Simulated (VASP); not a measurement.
# Ti2Te2Pt (P6mm) in VASP: further runs, part 2 of 2

VASP 6.6.1. The steps go on from the part before.

### 3 Relaxation of cell and atoms, PBE

File INCAR:

```
PREC = Accurate
ENCUT = 600
EDIFF = 1E-6
ISMEAR = 0
SIGMA = 0.1
LREAL = False
LASPH = True
NELM = 100
ALGO = Normal
ISIF = 3
LWAVE = False
LCHARG = False
GGA = PE
IBRION = 2
NSW = 90
EDIFFG = -0.04
```

File KPOINTS:

```
Automatic mesh
0
Gamma
  3 3 4
```

File POSCAR:

```
Ti2Te2Pt
1.0
    5.8723596200      0.0000000000      0.0000000000
   -2.9361798100      5.0856126100      0.0000000000
    0.0000000000      0.0000000000      4.4064340600
Ti Te Pt
2 2 1
Direct
    0.3333333300      0.6666666700      0.9282270600
    0.6666666700      0.3333333300      0.9282270600
    0.3333333300      0.6666666700      0.4549633400
    0.6666666700      0.3333333300      0.4549633400
    0.0000000000      0.0000000000      0.0294408700
```

Potentials or basis: VASP PAW PBE potentials, release 64 (Ti_sv, Te, Pt).

Launch:

```
$ cat potpaw_PBE.64/Ti_sv/POTCAR potpaw_PBE.64/Te/POTCAR potpaw_PBE.64/Pt/POTCAR > POTCAR
$ mpirun -np 1 vasp_std > vasp.out
```

OUTCAR:

```text
PREC = Accurate
   ENCUT = 600
   EDIFF = 1E-6
   ISMEAR = 0
   LREAL = False
   LASPH = True
   NELM = 100
   ISIF = 3
   GGA = PE
   IBRION = 2
   NSW = 90
   EDIFFG = -0.04

 ion  position               nearest neighbor table
   1  0.333  0.667  0.928-   3 2.09   3 2.32
   2  0.667  0.333  0.928-   4 2.09   4 2.32
   3  0.333  0.667  0.455-   1 2.09   1 2.32   4 3.39   4 3.39   4 3.39
   4  0.667  0.333  0.455-   2 2.09   2 2.32   3 3.39   3 3.39   3 3.39
   5  0.000  0.000  0.029-

  LATTYP: Found a hexagonal cell.
 ALAT       =     5.8723596200
 C/A-ratio  =     0.7503685648

  Lattice vectors:

 A1 = (   5.8723596200,   0.0000000000,   0.0000000000)
 A2 = (  -2.9361798100,   5.0856126100,   0.0000000000)
 A3 = (   0.0000000000,   0.0000000000,   4.4064340600)

Analysis of symmetry for initial positions (statically):
=====================================================================
 Subroutine PRICEL returns:
 Original cell was already a primitive cell.

 Routine SETGRP: Setting up the symmetry group for a
 hexagonal supercell.

 Subroutine GETGRP returns: Found 12 space group operations
 (whereof 12 operations were pure point group operations)
 out of a pool of 24 trial point group operations.

The static configuration has the point symmetry C_6v.

Analysis of symmetry for dynamics (positions and initial velocities):
=====================================================================
 Subroutine PRICEL returns:
 Original cell was already a primitive cell.

 Routine SETGRP: Setting up the symmetry group for a
 hexagonal supercell.

 Subroutine GETGRP returns: Found 12 space group operations
 (whereof 12 operations were pure point group operations)
 out of a pool of 24 trial point group operations.

The dynamic configuration has the point symmetry C_6v.

 Subroutine INISYM returns: Found 12 space group operations
 (whereof 12 operations are pure point group operations),
 and found     1 'primitive' translations

----------------------------------------------------------------------------------------

                                     Primitive cell

  volume of cell :     131.5962

  direct lattice vectors                    reciprocal lattice vectors
     5.872359620  0.000000000  0.000000000     0.170289298  0.098316572  0.000000000
    -2.936179810  5.085612610  0.000000000     0.000000000  0.196633145  0.000000000
     0.000000000  0.000000000  4.406434060     0.000000000  0.000000000  0.226940875

  length of vectors
     5.872359620  5.872359619  4.406434060     0.196633145  0.196633145  0.226940875

  position of ions in fractional coordinates (direct lattice)
     0.333333330  0.666666670  0.928227060
     0.666666670  0.333333330  0.928227060
     0.333333330  0.666666670  0.454963340
     0.666666670  0.333333330  0.454963340
     0.000000000  0.000000000  0.029440870

  ion indices of the primitive-cell ions
   primitive index   ion index
                 1           1
                 2           2
                 3           3
                 4           4
                 5           5

----------------------------------------------------------------------------------------

 KPOINTS: Automatic mesh

Automatic generation of k-mesh.
 Grid dimensions read from file:
 generate k-points for:    3    3    4

 Generating k-lattice:

  Cartesian coordinates                     Fractional coordinates (reciprocal lattice)
     0.056763099  0.032772191  0.000000000     0.333333333 -0.000000000  0.000000000
     0.000000000  0.065544382  0.000000000     0.000000000  0.333333333  0.000000000
     0.000000000  0.000000000  0.056735219     0.000000000  0.000000000  0.250000000

  Length of vectors
     0.065544382  0.065544382  0.056735219

  Shift w.r.t. Gamma in fractional coordinates (k-lattice)
     0.000000000  0.000000000  0.000000000

 Subroutine IBZKPT returns following result:
 ===========================================

 Found      9 irreducible k-points:

 Following reciprocal coordinates:
            Coordinates               Weight
  0.000000  0.000000  0.000000      1.000000
  0.333333  0.000000  0.000000      6.000000
  0.333333  0.333333  0.000000      2.000000
  0.000000  0.000000  0.250000      2.000000
  0.333333  0.000000  0.250000     12.000000
  0.333333  0.333333  0.250000      4.000000
  0.000000  0.000000  0.500000      1.000000
  0.333333  0.000000  0.500000      6.000000
  0.333333  0.333333  0.500000      2.000000
   k-points           NKPTS =      9   k-points in BZ     NKDIM =      9   number of bands    NBANDS=     27
   number of dos      NEDOS =    301   number of ions     NIONS =      5
   total plane-waves  NPLWV =  82944
   dimension x,y,z NGX =    48 NGY =   48 NGZ =   36
   dimension x,y,z NGXF=    96 NGYF=   96 NGZF=   72
   ions per type =               2   2   1
   NGX,Y,Z   is equivalent  to a cutoff of  13.59, 13.59, 13.58 a.u.
   NGXF,Y,Z  is equivalent  to a cutoff of  27.18, 27.18, 27.16 a.u.
 SYSTEM =  unknown system
   PREC   = accura    normal or accurate (medium, high low for compatibility)
   ISTART =      0    job   : 0-new  1-cont  2-samecut
   ICHARG =      2    charge: 1-file 2-atom 10-const
   ISPIN  =      1    spin polarized calculation?
   LNONCOLLINEAR =      F non collinear calculations
   LSORBIT =      F    spin-orbit coupling
   LASPH  =      T    aspherical Exc in radial PAW
   ENCUT  =  600.0 eV  44.10 Ry    6.64 a.u.  11.73 11.73  8.80*2*pi/ulx,y,z
   NELM   =    100;   NELMIN=  2; NELMDL= -5     # of ELM steps
   EDIFF  = 0.1E-05   stopping-criterion for ELM
   LREAL  =      F    real-space projection
   EDIFFG = -.4E-01   stopping-criterion for IOM
   NSW    =     90    number of steps for IOM
   IBRION =      2    ionic relax: 0-MD 1-quasi-New 2-CG
   NFREE  =      1    steps in history (QN), initial steepest desc. (CG)
   ISIF   =      3    stress and relaxation
   ISYM   =      2    0-nonsym 1-usesym 2-fastsym
   POTIM  = 0.5000    time-step for ionic-motion
   TEBEG  =    0.0;   TEEND  =   0.0 temperature during run
   PSTRESS=    0.0 pullay stress
   NELECT =      46.0000    total number of electrons
   NUPDOWN=      -1.0000    fix difference up-down
   EMIN   =  10.00;   EMAX   =-10.00  energy-range for DOS
   EFERMI =   0.00;   METHOD = LEGACY
   ISMEAR =     0;   SIGMA  =   0.10  broadening in eV -4-tet -1-fermi 0-gaus
   EFERMI_NEDOS =   21; number of points for ismear=-14 and -15
   IALGO  =     38    algorithm
   IMIX   =      4    mixing-type and parameters
     AMIX     =   0.40;   BMIX     =  1.00
     AMIX_MAG =   1.60;   BMIX_MAG =  1.00
  volume/ion in A,a.u.               =      26.32       177.61
  Fermi-wavevector in a.u.,A,eV,Ry     =   1.153222  2.179274 18.094684  1.329922
  Thomas-Fermi vector in A             =   2.289868
   LORBIT       =      0    0 simple, 1 ext, 2 COOP (PROOUT), +10 PAW based schemes
   GGA     = PE    functional components
   LHFCALC =     F    Hartree Fock is set to
   AEXX    =    0.0000 exact exchange contribution
   IVDW    =     0    specifies the selected vdW correction
   LEPSILON=     F    determine dielectric tensor
   LRPA    =     F    only Hartree local field effects (RPA)
 conjugate gradient relaxation of ions
 non-spin polarized calculation
 Gauss-broadening in eV      SIGMA  =   0.10
  energy-cutoff  :      600.00
  volume of cell :      131.60
 maximum number of plane-waves:      4415
 NGX is ok and might be reduce to    48
   NGX = 23   NGY = 23   NGZ = 17

--------------------------------------- Ionic step        1  -------------------------------------------

 number of electron      45.9999994 magnetization

 Free energy of the ion-electron system (eV)
  ---------------------------------------------------
  ext. energy  EPLUGINS =         0.00000000
  ---------------------------------------------------
  free energy    TOTEN  =       -18.91606749 eV

  energy without entropy =      -18.87177752  energy(sigma->0) =      -18.89392250

------------------------ aborting loop because EDIFF is reached ----------------------------------------

  FORCE on cell =-STRESS in cart. coord.  units (eV):
  Direction    XX          YY          ZZ          XY          YZ          ZX
  --------------------------------------------------------------------------------------
  -------------------------------------------------------------------------------------
  Total       -8.5480269     -8.5480269     70.4436411      0.0000000      0.0000000      0.0000000
  in kB     -104.0718484   -104.0718484    857.6482062      0.0000000      0.0000000      0.0000000
  external PRESSURE =     216.5015031 kB  Pullay stress =       0.0000000 kB
[... 655 lines left out ...]
     26       7.1400      0.00000
     27       7.6031      0.00000

[... ionic steps 4 to 37 ...]

--------------------------------------- Ionic step       38  -------------------------------------------

 number of electron      46.0000003 magnetization

------------------------ aborting loop because EDIFF is reached ----------------------------------------
[... 73 lines left out ...]
--------------------------------------- Ionic step       40  -------------------------------------------

 number of electron      46.0000009 magnetization

 Free energy of the ion-electron system (eV)
  ---------------------------------------------------
  ext. energy  EPLUGINS =         0.00000000
  ---------------------------------------------------
  free energy    TOTEN  =       -26.59459200 eV

  energy without entropy =      -26.54880552  energy(sigma->0) =      -26.57169876

 E-fermi :   7.4076     XC(G=0): -10.3298

 val. band max:        7.3950658839   @ k =   0.3333   0.0000   0.0000
 cond. band min:       7.4165437267   @ k =   0.0000   0.0000   0.5000
 fundamental gap:      0.0214778428
 Fermi energy:         7.4075764577
[... 300 lines left out ...]
  FREE ENERGIE OF THE ION-ELECTRON SYSTEM (eV)
  ---------------------------------------------------
  free  energy   TOTEN  =       -26.5945920000 eV

  energy  without entropy=      -26.5488055220  energy(sigma->0) =      -26.57169876

 reached required accuracy - stopping structural energy minimisation
```

OSZICAR:

```text
N       E                     dE             d eps       ncg     rms          rms(c)
DAV:   1     0.519519877024E+03    0.51952E+03   -0.23644E+04   486   0.186E+03
DAV:   2     0.482189560428E+02   -0.47130E+03   -0.46203E+03   498   0.493E+02
DAV:   3    -0.146061794842E+02   -0.62825E+02   -0.60375E+02   862   0.147E+02
[... 486 lines left out ...]
DAV:   5    -0.265945847563E+02    0.15325E-03   -0.11726E-03   776   0.192E-01    0.404E-02
DAV:   6    -0.265945856451E+02   -0.88881E-06   -0.61727E-05   644   0.458E-02    0.287E-02
DAV:   7    -0.265945918884E+02   -0.62433E-05   -0.31413E-05   771   0.237E-02    0.179E-02
DAV:   8    -0.265945921604E+02   -0.27199E-06   -0.11464E-05   683   0.212E-02    0.488E-03
DAV:   9    -0.265945920000E+02    0.16037E-06   -0.86327E-07   310   0.748E-03
  40 F= -.26594592E+02 E0= -.26571699E+02  d E =-.866450E-03
```

CONTCAR:

```text
Ti2Te2Pt
   1.00000000000000
     5.0296678748378838    0.0000000000000000    0.0000000000000000
    -2.5148339374189419    4.3558201515974959    0.0000000000000000
     0.0000000000000000    0.0000000000000000    5.4576827371264622
  Ti              Te              Pt
     2     2     1
Direct
     0.3333333300000021    0.6666666699999979    0.9668273695359215
     0.6666666699999979    0.3333333300000021    0.9668273695359215
     0.3333333300000021    0.6666666699999979    0.4679038751605388
     0.6666666699999979    0.3333333300000021    0.4679038751605388
     0.0000000000000000    0.0000000000000000    0.9263591806070751

  0.00000000E+00  0.00000000E+00  0.00000000E+00
  0.00000000E+00  0.00000000E+00  0.00000000E+00
  0.00000000E+00  0.00000000E+00  0.00000000E+00
  0.00000000E+00  0.00000000E+00  0.00000000E+00
  0.00000000E+00  0.00000000E+00  0.00000000E+00
```

Run time: 13 min. Hardware: 1 thread of Intel Xeon 6975P-C (Granite Rapids), shared host; peak memory 0.32 GiB.

What came out:

```
Free energy                            : -26.5946 eV
Relaxed volume                         : 23.91 Å³/atom
Relaxed cell                           : a = 5.030 Å, b = 5.030 Å, c = 5.458 Å, α = 90.00°, β = 90.00°, γ = 120.00°
Space group after relaxing (to 0.05 Å) : P6mm (No. 183)
Energy gained by relaxing              : 1535.7 meV/atom
Ionic steps                            : 40
Pressure after relaxing                : -0.1 GPa
Largest force after relaxing           : 0.029 eV/Å
Band gap on the k mesh                 : zero (band 23 reaches 7.63 eV, above the bottom of band 24 at 7.03 eV)
```

Forces on the atoms (eV/Å):
```
Ti   0.000  0.000  0.016
Ti   0.000  0.000  0.016
Te   0.000  0.000 -0.029
Te   0.000  0.000 -0.029
Pt   0.000  0.000  0.026
```

The path:
```tsv
step	energy change (eV)	largest force (eV/Å)	pressure (GPa)	volume (Å³)
1	0.0000	7.1367	21.65	131.60
2	-5.5427	0.9727	-7.85	186.08
3	-5.5303	0.9395	-7.85	185.17
4	-5.5182	0.9054	-7.86	184.33
5	-5.4103	0.6210	-7.88	177.23
6	-6.7013	0.7736	2.27	140.86
7	-6.7292	0.6530	0.39	144.50
8	-6.7676	0.4612	-0.06	144.41
9	-6.7677	0.4573	-0.05	144.41
10	-6.7910	0.4172	-0.34	144.22
11	-6.8489	0.2966	-1.18	143.59
12	-6.9240	0.1351	-2.74	142.20
13	-7.0491	0.3710	-5.68	138.81
14	-6.3969	2.1289	-1.68	129.55
15	-7.0173	0.6012	-4.82	138.49
16	-7.1513	0.8894	-6.39	134.41
17	-7.1553	0.8831	-6.38	134.29
18	-7.1669	0.8621	-6.35	133.94
19	-7.1861	0.8042	-6.26	133.22
20	-7.2025	0.6481	-5.87	131.78
21	-7.2218	0.6439	-5.76	131.42
22	-7.2777	0.6294	-5.42	130.34
23	-7.3795	0.6006	-4.65	128.19
24	-7.5356	0.5785	-2.82	123.94
25	-7.6024	0.5129	2.30	115.66
26	-7.6221	0.5379	0.29	118.46
27	-7.6223	0.5357	0.46	118.20
28	-7.6307	0.4627	0.40	118.29
29	-7.6484	0.2903	0.17	118.59
30	-7.6528	0.2238	-0.08	119.17
31	-7.6557	0.2336	-0.04	118.95
32	-7.6587	0.2189	-0.01	118.95
33	-7.6624	0.1792	0.05	118.95
34	-7.6655	0.1603	0.02	119.01
35	-7.6720	0.1104	0.01	119.19
36	-7.6735	0.1943	-0.06	119.56
37	-7.6745	0.1379	-0.06	119.43
38	-7.6776	0.0564	0.04	119.34
39	-7.6777	0.0405	0.08	119.32
40	-7.6785	0.0288	-0.08	119.57
```

Final structure:
```xyz
5
Lattice="5.0297 0.0000 0.0000 -2.5148 4.3558 0.0000 0.0000 0.0000 5.4577" Properties=species:S:1:pos:R:3 pbc="T T T"
Ti    0.0000    2.9039    5.2766
Ti    2.5148    1.4519    5.2766
Te    0.0000    2.9039    2.5537
Te    2.5148    1.4519    2.5537
Pt    0.0000    0.0000    5.0558
```

Caveat: the k points lie up to 0.48 Å⁻¹ apart in the final cell; spin-orbit coupling is left out, which moves the levels of the heavy elements.
